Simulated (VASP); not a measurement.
The system is Ir.

```xyz
2
Lattice="2.8094 0.0000 0.0000 -1.4047 2.4330 0.0000 0.0000 0.0000 4.5551" Properties=species:S:1:pos:R:3 pbc="T T T"
Ir    1.4047    0.8110    3.4164
Ir    0.0000    1.6220    1.1388
```

This isn't the form of Ir at room conditions, which is fcc.

Base run:

```yaml
Program: VASP 6.6.1
Functional: LDA
Potentials_or_basis: VASP PAW LDA potentials, release 64 (Ir)
Cutoff: 520 eV
k_mesh: 21 × 21 × 12
Occupations: gaussian, width 0.15 eV
Spin: collinear spin
Starting_moments: "[0.8, 0.8] μB"
Fixed_moment: 1.6 μB
```

Its results: pressure -28.1 GPa; site moments Ir +0.78 μB.

Task: The run is repeated on the same cell with these changes: fixed moment from 1.6 μB to 1.2 μB; moments at the start from [0.8, 0.8] to [0.6, 0.6]. What comes out?

Result: Pressure -30.0 GPa; site moments Ir +0.58 μB.

Caveats: the cell stands under tension; the total moment is fixed, so each spin has its own Fermi level.
